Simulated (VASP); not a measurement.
Here is a VASP 6.6.1 calculation.

File INCAR:

```
PREC = Accurate
ENCUT = 520
EDIFF = 1E-7
ISMEAR = 0
SIGMA = 0.15
LREAL = F
LASPH = T
NELM = 60
ALGO = Fast
ISIF = 2
LWAVE = F
LCHARG = F
GGA = PE
NBANDS = 13
```

The input KPOINTS:

```
regular mesh
0
Gamma
  18 18 18
```

File POSCAR:

```
Pb
1.0
    0.0000000000      2.4698000000      2.4698000000
    2.4698000000      0.0000000000      2.4698000000
    2.4698000000      2.4698000000      0.0000000000
Pb
1
Direct
    0.0000000000      0.0000000000      0.0000000000
```

Potentials or basis: VASP PAW PBE potentials, release 64 (Pb_d).

The run is started by

```bash
$ cat potpaw_PBE.64/Pb_d/POTCAR > POTCAR
$ mpirun -np 1 vasp_std > vasp.out
```

Q: What does it give for the band gap on the k mesh?

A: Zero (band 7 reaches 14.82 eV, above the bottom of band 8 at 5.80 eV).

Q: Predict the pressure.

A: 2.6 GPa.

Caveat: spin-orbit coupling is left out, which moves the levels of the heavy elements.
